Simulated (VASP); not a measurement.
# Re in VASP: single point with LDA

Aim: the single point of Re with LDA.

All numbers are computed with VASP 6.6.1; they aren't measurements. Logs are shortened: lines on timing, memory, paths and dates and some standing lists are left out, and cuts for length are marked.

### Step 1. The cell of the first run

The cell holds a atom, 1 atom: a = 14.000 Å, b = 14.400 Å, c = 14.800 Å, α = 90.00°, β = 90.00°, γ = 90.00°.

### Step 2. Single point, LDA, collinear spin, ferromagnetic start

INCAR

```
SYSTEM = Re
ALGO     = Normal         ! electronic algorithm
EDIFF    = 1E-6           ! SCF threshold, eV
ENCUT    = 520            ! plane-wave cutoff, eV
ISIF     = 2              ! what is computed and relaxed
ISMEAR   = -1             ! smearing method
ISPIN    = 2              ! spin polarisation
ISYM     = 0            
LASPH    = .True.         ! aspherical terms in the spheres
LCHARG   = .False.        ! write CHGCAR
LMAXMIX  = 4              ! l up to which the mixer works
LORBIT   = 11             ! projections on sites
LREAL    = .False.        ! projectors in reciprocal space
LWAVE    = .False.        ! write WAVECAR
MAGMOM   = 5              ! initial moments
NBANDS   = 14             ! bands
NELM     = 150            ! most SCF steps
PREC     = Accurate       ! precision mode
SIGMA    = 0.01           ! smearing width, eV
```

KPOINTS

```
k-points
0
Gamma
  1 1 1
  0 0 0
```

POSCAR

```
Re
1.0
   14.0000000000      0.0000000000      0.0000000000
    0.0000000000     14.4000000000      0.0000000000
    0.0000000000      0.0000000000     14.8000000000
Re
1
Direct
    0.5000000000      0.5000000000      0.5000000000
```

Potentials or basis: VASP PAW LDA potentials, release 64 (Re).

Launch:

```sh
$ cat potpaw_LDA.64/Re/POTCAR > POTCAR
$ mpirun -np 1 vasp_gam > vasp.out
```

OUTCAR:

```text
SYSTEM = Re
   EDIFF = 1E-6
   ENCUT = 520
   ISIF = 2
   ISMEAR = -1
   ISPIN = 2
   ISYM = 0
   LASPH = .True.
   LORBIT = 11
   LREAL = .False.
   NELM = 150
   PREC = Accurate

 ion  position               nearest neighbor table
   1  0.500  0.500  0.500-

IMPORTANT INFORMATION: All symmetrisations will be switched off!
NOSYMM: (Re-)initialisation of all symmetry stuff for point group C_1.

----------------------------------------------------------------------------------------

                                     Primitive cell

  volume of cell :    2983.6800

  direct lattice vectors                    reciprocal lattice vectors
    14.000000000  0.000000000  0.000000000     0.071428571  0.000000000  0.000000000
     0.000000000 14.400000000  0.000000000     0.000000000  0.069444444  0.000000000
     0.000000000  0.000000000 14.800000000     0.000000000  0.000000000  0.067567568

  length of vectors
    14.000000000 14.400000000 14.800000000     0.071428571  0.069444444  0.067567568

  position of ions in fractional coordinates (direct lattice)
     0.500000000  0.500000000  0.500000000

  ion indices of the primitive-cell ions
   primitive index   ion index
                 1           1

----------------------------------------------------------------------------------------

 KPOINTS: k-points

Automatic generation of k-mesh.
 Grid dimensions read from file:
 generate k-points for:    1    1    1

 Generating k-lattice:

  Cartesian coordinates                     Fractional coordinates (reciprocal lattice)
     0.071428571  0.000000000  0.000000000     1.000000000  0.000000000  0.000000000
     0.000000000  0.069444444  0.000000000     0.000000000  1.000000000  0.000000000
     0.000000000  0.000000000  0.067567568     0.000000000  0.000000000  1.000000000

  Length of vectors
     0.071428571  0.069444444  0.067567568

  Shift w.r.t. Gamma in fractional coordinates (k-lattice)
     0.000000000  0.000000000  0.000000000

 Subroutine IBZKPT returns following result:
 ===========================================

 Found      1 irreducible k-points:

 Following reciprocal coordinates:
            Coordinates               Weight
  0.000000  0.000000  0.000000      1.000000
   k-points           NKPTS =      1   k-points in BZ     NKDIM =      1   number of bands    NBANDS=     14
   number of dos      NEDOS =    301   number of ions     NIONS =      1
   total plane-waves  NPLWV = ******
   dimension x,y,z NGX =   108 NGY =  108 NGZ =  112
   dimension x,y,z NGXF=   216 NGYF=  216 NGZF=  224
   ions per type =               1
   NGX,Y,Z   is equivalent  to a cutoff of  12.82, 12.47, 12.58 a.u.
   NGXF,Y,Z  is equivalent  to a cutoff of  25.65, 24.94, 25.16 a.u.
 SYSTEM =  Re
   PREC   = accura    normal or accurate (medium, high low for compatibility)
   ISTART =      0    job   : 0-new  1-cont  2-samecut
   ICHARG =      2    charge: 1-file 2-atom 10-const
   ISPIN  =      2    spin polarized calculation?
   LNONCOLLINEAR =      F non collinear calculations
   LSORBIT =      F    spin-orbit coupling
   LASPH  =      T    aspherical Exc in radial PAW
   ENCUT  =  520.0 eV  38.22 Ry    6.18 a.u.  26.03 26.77 27.52*2*pi/ulx,y,z
   NELM   =    150;   NELMIN=  2; NELMDL= -5     # of ELM steps
   EDIFF  = 0.1E-05   stopping-criterion for ELM
   LREAL  =      F    real-space projection
   EDIFFG = 0.1E-04   stopping-criterion for IOM
   NSW    =      0    number of steps for IOM
   IBRION =     -1    ionic relax: 0-MD 1-quasi-New 2-CG
   NFREE  =      0    steps in history (QN), initial steepest desc. (CG)
   ISIF   =      2    stress and relaxation
   ISYM   =      0    0-nonsym 1-usesym 2-fastsym
   POTIM  = 0.5000    time-step for ionic-motion
   TEBEG  =    0.0;   TEEND  =   0.0 temperature during run
   PSTRESS=    0.0 pullay stress
   NELECT =       7.0000    total number of electrons
   NUPDOWN=      -1.0000    fix difference up-down
   EMIN   =  10.00;   EMAX   =-10.00  energy-range for DOS
   EFERMI =   0.00;   METHOD = LEGACY
   ISMEAR =    -1;   SIGMA  =   0.01  broadening in eV -4-tet -1-fermi 0-gaus
   EFERMI_NEDOS =   21; number of points for ismear=-14 and -15
   IALGO  =     38    algorithm
   IMIX   =      4    mixing-type and parameters
     AMIX     =   0.40;   BMIX     =  1.00
     AMIX_MAG =   1.60;   BMIX_MAG =  1.00
  volume/ion in A,a.u.               =    2983.68     20134.87
  Fermi-wavevector in a.u.,A,eV,Ry     =   0.217532  0.411076  0.643831  0.047320
  Thomas-Fermi vector in A             =   0.994525
   LORBIT       =     11    0 simple, 1 ext, 2 COOP (PROOUT), +10 PAW based schemes
   GGA     = CA    functional components
   LHFCALC =     F    Hartree Fock is set to
   AEXX    =    0.0000 exact exchange contribution
   IVDW    =     0    specifies the selected vdW correction
   LEPSILON=     F    determine dielectric tensor
   LRPA    =     F    only Hartree local field effects (RPA)
 spin polarized calculation
  energy-cutoff  :      520.00
  volume of cell :     2983.68
 maximum number of plane-waves:     40220
 NGX is ok and might be reduce to   108
   NGX = 53   NGY = 53   NGZ = 55

 number of electron       7.0000000 magnetization       5.0000000

 Free energy of the ion-electron system (eV)
  ---------------------------------------------------
  ext. energy  EPLUGINS =         0.00000000
  ---------------------------------------------------
  free energy    TOTEN  =        -3.97431204 eV

  energy without entropy =       -3.97431204  energy(sigma->0) =       -3.97431204

 E-fermi :  -4.8827     XC(G=0):  -0.3848

 val. band max:       -5.1323227114   @ k =   0.0000   0.0000   0.0000
 cond. band min:      -3.9425565302   @ k =   0.0000   0.0000   0.0000
 fundamental gap:      1.1897661812
 Fermi energy:        -4.8827135519

 spin component 1

 k-point     1 :       0.0000    0.0000    0.0000
  band No.  band energies     occupation
      1      -6.5951      1.00000
      2      -6.4449      1.00000
      3      -6.4449      1.00000
      4      -6.4449      1.00000
      5      -6.4449      1.00000
      6      -6.4449      1.00000
      7      -1.5826      0.00000
      8      -1.5821      0.00000
      9      -1.5816      0.00000
     10      -0.1106      0.00000
     11       0.5966      0.00000
     12       0.6231      0.00000
     13       0.6955      0.00000
     14       0.7264      0.00000
 Fermi energy:        -4.8827135519

 spin component 2

 k-point     1 :       0.0000    0.0000    0.0000
  band No.  band energies     occupation
      1      -5.1323      1.00000
      2      -3.9426      0.00000
      3      -3.9426      0.00000
      4      -3.9426      0.00000
      5      -3.9425      0.00000
      6      -3.9425      0.00000
      7      -1.0213      0.00000
      8      -1.0201      0.00000
      9      -1.0186      0.00000
     10      -0.0705      0.00000
     11       0.6050      0.00000
     12       0.6315      0.00000
     13       0.7514      0.00000
     14       0.7751      0.00000

------------------------ aborting loop because EDIFF is reached ----------------------------------------

  FORCE on cell =-STRESS in cart. coord.  units (eV):
  Direction    XX          YY          ZZ          XY          YZ          ZX
  --------------------------------------------------------------------------------------
  -------------------------------------------------------------------------------------
  Total       -0.0083983     -0.0085594     -0.0084205     -0.0000029      0.0000041      0.0000144
  in kB       -0.0045097     -0.0045962     -0.0045217     -0.0000016      0.0000022      0.0000077
  external PRESSURE =      -0.0045425 kB  Pullay stress =       0.0000000 kB

 VOLUME and BASIS-vectors are now :
 -----------------------------------------------------------------------------
  energy-cutoff  :      520.00
  volume of cell :     2983.68
      direct lattice vectors                 reciprocal lattice vectors
    14.000000000  0.000000000  0.000000000     0.071428571  0.000000000  0.000000000
     0.000000000 14.400000000  0.000000000     0.000000000  0.069444444  0.000000000
     0.000000000  0.000000000 14.800000000     0.000000000  0.000000000  0.067567568

 POSITION                                       TOTAL-FORCE (eV/Angst)
 -----------------------------------------------------------------------------------
      7.00000      7.20000      7.40000         0.000000      0.000000     -0.000002
 -----------------------------------------------------------------------------------
    total drift:                                0.000000      0.000000     -0.000002

  FREE ENERGIE OF THE ION-ELECTRON SYSTEM (eV)
  ---------------------------------------------------
  free  energy   TOTEN  =        -3.9743120360 eV

  energy  without entropy=       -3.9743120360  energy(sigma->0) =       -3.97431204

 total charge

# of ion       s       p       d       tot
------------------------------------------
    1        0.811   0.000   4.327   5.138

 magnetization (x)

# of ion       s       p       d       tot
------------------------------------------
    1        0.072   0.000   4.327   4.399
```

stdout:

```text
POSCAR found type information on POSCAR Re
 POSCAR found :  1 types and       1 ions
 scaLAPACK will be used
 LDA part: xc-table for (Slater(with rela. corr.)+CA(PZ))
 , standard interpolation
 POSCAR, INCAR and KPOINTS ok, starting setup
 FFT: planning ... GRIDC
 FFT: planning ... GRID_SOFT
 FFT: planning ... GRID
 WAVECAR not read
 entering main loop
```

It took 3.2 min on 1 thread of Intel Xeon Platinum 8488C (Sapphire Rapids), shared host; peak memory 1.6 GiB.

What came out:

- Free energy: -3.9743 eV
- Pressure: 0.0 GPa
- Band gap on the k mesh: 1.19 eV
- Net moment: 5.00 μB per cell
- Site moments: Re +4.40 μB
- Valence electrons inside the program's atomic spheres: Re 5.14

Caveat: spin-orbit coupling is left out, which moves the levels of the heavy elements.
